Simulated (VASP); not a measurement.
# Zr (Cmmm) in VASP: a series of runs

The runs below take Zr through single point, with PBE.

Program: VASP 6.6.1. These are calculated values, not measurements. Logs are shortened: lines on timing, memory, paths and dates and some standing lists are left out, and cuts for length are marked.

### 1 The cell of the first run

The typed cell holds 5 atoms: a = 4.161 Å, b = 4.161 Å, c = 7.523 Å, α = 90.00°, β = 90.00°, γ = 90.02°.

### 2 Single point, PBE

Input file INCAR:

```
  PREC = Accurate
  ENCUT = 520
  EDIFF = 1E-6
  ISMEAR = 0
  SIGMA = 0.1
  LREAL = False
  LASPH = True
  NELM = 80
  ALGO = Fast
  ISIF = 2
  LWAVE = False
  LCHARG = True
  GGA = PE
  LELF = True
  LVHAR = True
  NBANDS = 38
```

Input file KPOINTS:

```
Automatic mesh
0
Gamma
  8 8 6
```

Input file POSCAR:

```
Zr
1.0
    2.9418799412     -2.9429806153      0.0000000000
    2.9418799412      2.9429806153      0.0000000000
    0.0000000000      0.0000000000      7.5230841671
Zr
5
Direct
    0.5000000000      0.0000000000      0.2987384511
    0.0000000000      0.5000000000      0.7012615489
    0.0000000000      0.5000000000      0.2987384511
    0.5000000000      0.0000000000      0.7012615489
    0.0000000000      0.0000000000      0.0000000000
```

Potentials or basis: VASP PAW PBE potentials, release 64 (Zr_sv).

The run is started by

```
$ cat potpaw_PBE.64/Zr_sv/POTCAR > POTCAR
$ mpirun -np 1 vasp_std > vasp.out
```

OUTCAR:

```text
PREC = Accurate
   ENCUT = 520
   EDIFF = 1E-6
   ISMEAR = 0
   LREAL = False
   LASPH = True
   NELM = 80
   ISIF = 2
   GGA = PE

 ion  position               nearest neighbor table
   1  0.500  0.000  0.299-   3 2.94   3 2.94   3 2.94   3 2.94   4 3.03   5 3.06   5 3.06
   2  0.000  0.500  0.701-   4 2.94   4 2.94   4 2.94   4 2.94   3 3.03   5 3.06   5 3.06
   3  0.000  0.500  0.299-   1 2.94   1 2.94   1 2.94   1 2.94   2 3.03   5 3.06   5 3.06
   4  0.500  0.000  0.701-   2 2.94   2 2.94   2 2.94   2 2.94   1 3.03   5 3.06   5 3.06
   5  0.000  0.000  0.000-   1 3.06   2 3.06   3 3.06   4 3.06   2 3.06   3 3.06   1 3.06   4 3.06

  LATTYP: Found a base centered orthorhombic cell.
 ALAT       =     5.8837598824
 B/A-ratio  =     1.0003741397
 C/A-ratio  =     1.2786184884

  Lattice vectors:

 A1 = (   2.9418799412,  -2.9429806153,   0.0000000000)
 A2 = (   2.9418799412,   2.9429806153,   0.0000000000)
 A3 = (   0.0000000000,   0.0000000000,   7.5230841671)

Analysis of symmetry for initial positions (statically):
=====================================================================
 Subroutine PRICEL returns:
 Original cell was already a primitive cell.

 Routine SETGRP: Setting up the symmetry group for a
 base centered orthorhombic supercell.

 Subroutine GETGRP returns: Found  8 space group operations
 (whereof  8 operations were pure point group operations)
 out of a pool of  8 trial point group operations.

The static configuration has the point symmetry D_2h.

Analysis of symmetry for dynamics (positions and initial velocities):
=====================================================================
 Subroutine PRICEL returns:
 Original cell was already a primitive cell.

 Routine SETGRP: Setting up the symmetry group for a
 base centered orthorhombic supercell.

 Subroutine GETGRP returns: Found  8 space group operations
 (whereof  8 operations were pure point group operations)
 out of a pool of  8 trial point group operations.

The dynamic configuration has the point symmetry D_2h.

 Subroutine INISYM returns: Found  8 space group operations
 (whereof  8 operations are pure point group operations),
 and found     1 'primitive' translations

----------------------------------------------------------------------------------------

                                     Primitive cell

  volume of cell :     130.2682

  direct lattice vectors                    reciprocal lattice vectors
     2.941879941 -2.942980615  0.000000000     0.169959349 -0.169895784  0.000000000
     2.941879941  2.942980615  0.000000000     0.169959349  0.169895784  0.000000000
     0.000000000  0.000000000  7.523084167     0.000000000  0.000000000  0.132924207

  length of vectors
     4.161224879  4.161224879  7.523084167     0.240313874  0.240313874  0.132924207

  position of ions in fractional coordinates (direct lattice)
     0.500000000  0.000000000  0.298738451
     0.000000000  0.500000000  0.701261549
     0.000000000  0.500000000  0.298738451
     0.500000000  0.000000000  0.701261549
     0.000000000  0.000000000  0.000000000

  ion indices of the primitive-cell ions
   primitive index   ion index
                 1           1
                 2           2
                 3           3
                 4           4
                 5           5

----------------------------------------------------------------------------------------

 KPOINTS: Automatic mesh

Automatic generation of k-mesh.
 Grid dimensions read from file:
 generate k-points for:    8    8    6

 Generating k-lattice:

  Cartesian coordinates                     Fractional coordinates (reciprocal lattice)
     0.021244919 -0.021236973  0.000000000     0.125000000  0.000000000  0.000000000
     0.021244919  0.021236973  0.000000000     0.000000000  0.125000000  0.000000000
     0.000000000  0.000000000  0.022154035     0.000000000  0.000000000  0.166666667

  Length of vectors
     0.030039234  0.030039234  0.022154035

  Shift w.r.t. Gamma in fractional coordinates (k-lattice)
     0.000000000  0.000000000  0.000000000

 Subroutine IBZKPT returns following result:
 ===========================================

 Found     84 irreducible k-points:

 Following reciprocal coordinates:
            Coordinates               Weight
  0.000000  0.000000  0.000000      1.000000
  0.125000  0.000000  0.000000      4.000000
  0.250000  0.000000  0.000000      4.000000
  0.375000  0.000000  0.000000      4.000000
  0.500000  0.000000  0.000000      2.000000
  0.125000  0.125000  0.000000      2.000000
[... 16 lines left out ...]
  0.125000  0.000000  0.166667      8.000000
  0.250000  0.000000  0.166667      8.000000
 [... further k-points ...]
   k-points           NKPTS =     84   k-points in BZ     NKDIM =     84   number of bands    NBANDS=     38
   number of dos      NEDOS =    301   number of ions     NIONS =      5
   total plane-waves  NPLWV =  57344
   dimension x,y,z NGX =    32 NGY =   32 NGZ =   56
   dimension x,y,z NGXF=    64 NGYF=   64 NGZF=  112
   ions per type =               5
   NGX,Y,Z   is equivalent  to a cutoff of  12.78, 12.78, 12.37 a.u.
   NGXF,Y,Z  is equivalent  to a cutoff of  25.57, 25.57, 24.75 a.u.
 SYSTEM =  unknown system
   PREC   = accura    normal or accurate (medium, high low for compatibility)
   ISTART =      0    job   : 0-new  1-cont  2-samecut
   ICHARG =      2    charge: 1-file 2-atom 10-const
   ISPIN  =      1    spin polarized calculation?
   LNONCOLLINEAR =      F non collinear calculations
   LSORBIT =      F    spin-orbit coupling
   LASPH  =      T    aspherical Exc in radial PAW
   ENCUT  =  520.0 eV  38.22 Ry    6.18 a.u.   7.74  7.74 13.99*2*pi/ulx,y,z
   NELM   =     80;   NELMIN=  2; NELMDL= -5     # of ELM steps
   EDIFF  = 0.1E-05   stopping-criterion for ELM
   LREAL  =      F    real-space projection
[... 7 lines left out ...]
   TEBEG  =    0.0;   TEEND  =   0.0 temperature during run
   PSTRESS=    0.0 pullay stress
   NELECT =      60.0000    total number of electrons
   NUPDOWN=      -1.0000    fix difference up-down
   EMIN   =  10.00;   EMAX   =-10.00  energy-range for DOS
   EFERMI =   0.00;   METHOD = LEGACY
   ISMEAR =     0;   SIGMA  =   0.10  broadening in eV -4-tet -1-fermi 0-gaus
   EFERMI_NEDOS =   21; number of points for ismear=-14 and -15
   IALGO  =     68    algorithm
   IMIX   =      4    mixing-type and parameters
     AMIX     =   0.40;   BMIX     =  1.00
     AMIX_MAG =   1.60;   BMIX_MAG =  1.00
  volume/ion in A,a.u.               =      26.05       175.82
  Fermi-wavevector in a.u.,A,eV,Ry     =   1.264287  2.389157 21.747862  1.598423
  Thomas-Fermi vector in A             =   2.397600
   LORBIT       =      0    0 simple, 1 ext, 2 COOP (PROOUT), +10 PAW based schemes
   GGA     = PE    functional components
   LHFCALC =     F    Hartree Fock is set to
   AEXX    =    0.0000 exact exchange contribution
   IVDW    =     0    specifies the selected vdW correction
   LEPSILON=     F    determine dielectric tensor
   LRPA    =     F    only Hartree local field effects (RPA)
 non-spin polarized calculation
 RMM-DIIS sequential band-by-band and
 Gauss-broadening in eV      SIGMA  =   0.10
  energy-cutoff  :      520.00
  volume of cell :      130.27
 maximum number of plane-waves:      3540
   NGX = 15   NGY = 15   NGZ = 27

 number of electron      60.0000000 magnetization

 Free energy of the ion-electron system (eV)
  ---------------------------------------------------
  ext. energy  EPLUGINS =         0.00000000
  ---------------------------------------------------
  free energy    TOTEN  =       -38.69902919 eV

  energy without entropy =      -38.65466370  energy(sigma->0) =      -38.67684644

 E-fermi :   7.3016     XC(G=0): -10.4331

 val. band max:        7.3015782512   @ k =   0.5000   0.5000   0.3333
 cond. band min:       7.3044256473   @ k =   0.5000   0.5000   0.3333
 fundamental gap:      0.0028473960
 Fermi energy:         7.3016494655

 k-point     1 :       0.0000    0.0000    0.0000
  band No.  band energies     occupation
      1     -41.2737      2.00000
      2     -41.2064      2.00000
      3     -41.0059      2.00000
      4     -40.9622      2.00000
      5     -40.9571      2.00000
      6     -19.7086      2.00000
[... 30 lines left out ...]
     37      10.3024      0.00000
     38      10.4362      0.00000

 k-point     2 :       0.1250    0.0000    0.0000
  band No.  band energies     occupation
      1     -41.2634      2.00000
      2     -41.1971      2.00000
      3     -41.0154      2.00000
      4     -40.9715      2.00000
      5     -40.9576      2.00000
      6     -19.6810      2.00000
[... 30 lines left out ...]
     37      10.1996      0.00000
     38      10.5650      0.00000

 k-point     3 :       0.2500    0.0000    0.0000
  band No.  band energies     occupation
      1     -41.2343      2.00000
      2     -41.1706      2.00000
      3     -41.0436      2.00000
      4     -40.9979      2.00000
      5     -40.9582      2.00000
      6     -19.6175      2.00000
[... 30 lines left out ...]
     37      10.1082      0.00000
     38      10.2295      0.00000

 k-point     4 :       0.3750    0.0000    0.0000
  band No.  band energies     occupation
      1     -41.1910      2.00000
      2     -41.1310      2.00000
      3     -41.0864      2.00000
      4     -41.0375      2.00000
      5     -40.9583      2.00000
      6     -19.5888      2.00000
[... 30 lines left out ...]
     37       9.4547      0.00000
     38      10.1592      0.00000
[... 703 lines left out ...]
      4     -40.9622      2.00000
      5     -40.9562      2.00000
      6     -19.7020      2.00000
[... 30 lines left out ...]
     37      10.2913      0.00000
     38      10.4396      0.00000

 k-point    23 :       0.1250    0.0000    0.1667
  band No.  band energies     occupation
      1     -41.2600      2.00000
      2     -41.2015      2.00000
      3     -41.0153      2.00000
      4     -40.9717      2.00000
      5     -40.9566      2.00000
      6     -19.6738      2.00000
[... 30 lines left out ...]
     37      10.1994      0.00000
     38      10.3091      0.00000

 k-point    24 :       0.2500    0.0000    0.1667
  band No.  band energies     occupation
      1     -41.2312      2.00000
      2     -41.1747      2.00000
      3     -41.0431      2.00000
      4     -40.9987      2.00000
      5     -40.9569      2.00000
      6     -19.6200      2.00000
[... 30 lines left out ...]
     37       9.8048      0.00000
     38      10.2439      0.00000

 [... further k-points ...]

------------------------ aborting loop because EDIFF is reached ----------------------------------------

  FORCE on cell =-STRESS in cart. coord.  units (eV):
  Direction    XX          YY          ZZ          XY          YZ          ZX
  --------------------------------------------------------------------------------------
  -------------------------------------------------------------------------------------
  Total        0.0212118      0.0113938      0.0093466      0.0000000      0.0000000      0.0000000
  in kB        0.2608857      0.1401333      0.1149550      0.0000000      0.0000000      0.0000000
  external PRESSURE =       0.1719913 kB  Pullay stress =       0.0000000 kB

 VOLUME and BASIS-vectors are now :
 -----------------------------------------------------------------------------
  energy-cutoff  :      520.00
  volume of cell :      130.27
      direct lattice vectors                 reciprocal lattice vectors
     2.941879941 -2.942980615  0.000000000     0.169959349 -0.169895784  0.000000000
     2.941879941  2.942980615  0.000000000     0.169959349  0.169895784  0.000000000
     0.000000000  0.000000000  7.523084167     0.000000000  0.000000000  0.132924207

 POSITION                                       TOTAL-FORCE (eV/Angst)
 -----------------------------------------------------------------------------------
      1.47094     -1.47149      2.24743         0.000000      0.000000     -0.001865
      1.47094      1.47149      5.27565        -0.000000      0.000000      0.001865
      1.47094      1.47149      2.24743        -0.000000      0.000000     -0.001865
      1.47094     -1.47149      5.27565         0.000000      0.000000      0.001865
      0.00000      0.00000      0.00000        -0.000000      0.000000     -0.000000
 -----------------------------------------------------------------------------------
    total drift:                                0.000000     -0.000000      0.000000

  FREE ENERGIE OF THE ION-ELECTRON SYSTEM (eV)
  ---------------------------------------------------
  free  energy   TOTEN  =       -38.6990291877 eV

  energy  without entropy=      -38.6546636977  energy(sigma->0) =      -38.67684644
```

It took 9.2 min on 1 thread of AMD EPYC 9R14 (Zen 4), shared host; peak memory 0.39 GiB.

Results:

- Free energy: -38.6990 eV
- Pressure: 0.0 GPa
- Band gap on the k mesh: zero (bands 30 and 31 overlap by 1.01 eV)

### 3 Single point, PBE

Input file INCAR:

```
PREC = Accurate
ENCUT = 520
EDIFF = 1E-6
ISMEAR = 0
SIGMA = 0.1
LREAL = False
LASPH = True
NELM = 100
ALGO = Fast
ISIF = 2
LWAVE = False
LCHARG = False
GGA = PE
NBANDS = 38
```

Input file KPOINTS:

```
regular mesh
0
Gamma
  10 10 6
```

Input file POSCAR:

```
Zr
1.0
    2.9413952140     -2.9420748967      0.0000000000
    2.9413952140      2.9420748967      0.0000000000
    0.0000000000      0.0000000000      7.5213272491
Zr
5
Direct
    0.5000000000      0.0000000000      0.2990416906
    0.0000000000      0.5000000000      0.7009583094
    0.0000000000      0.5000000000      0.2990416906
    0.5000000000      0.0000000000      0.7009583094
    0.0000000000      0.0000000000      0.0000000000
```

Potentials or basis: VASP PAW PBE potentials, release 64 (Zr_sv).

The run is started by

```
$ cat potpaw_PBE.64/Zr_sv/POTCAR > POTCAR
$ mpirun -np 1 vasp_std > vasp.out
```

Run time: 15 min. Hardware: 1 thread of AMD EPYC 9R14 (Zen 4), shared host; peak memory 0.49 GiB.

It converged, with:

```yaml
Free_energy: -38.6995 eV
Pressure: 0.0 GPa
Band_gap_on_the_k_mesh: zero (bands 30 and 31 overlap by 0.93 eV)
```

Levels at points of the mesh, in eV from the Fermi level:
```
           k point  band 28  band 29  band 30  band 31  band 32  band 33
(0.00, 0.00, 0.00)    -0.98    -0.66    -0.65    -0.55    -0.46    -0.46
(0.50, 0.00, 0.00)    -0.32     0.02     0.12     0.37     0.70     0.78
(0.50, 0.50, 0.00)    -0.22    -0.22    -0.07     0.39     0.40     1.02
(0.00, 0.00, 0.50)    -1.30    -1.17    -0.79    -0.44     1.00     1.00
(0.50, 0.00, 0.50)    -0.11     0.08     0.27     0.71     0.76     0.76
(0.50, 0.50, 0.50)    -0.73     0.08     0.08     1.14     1.15     1.72
```
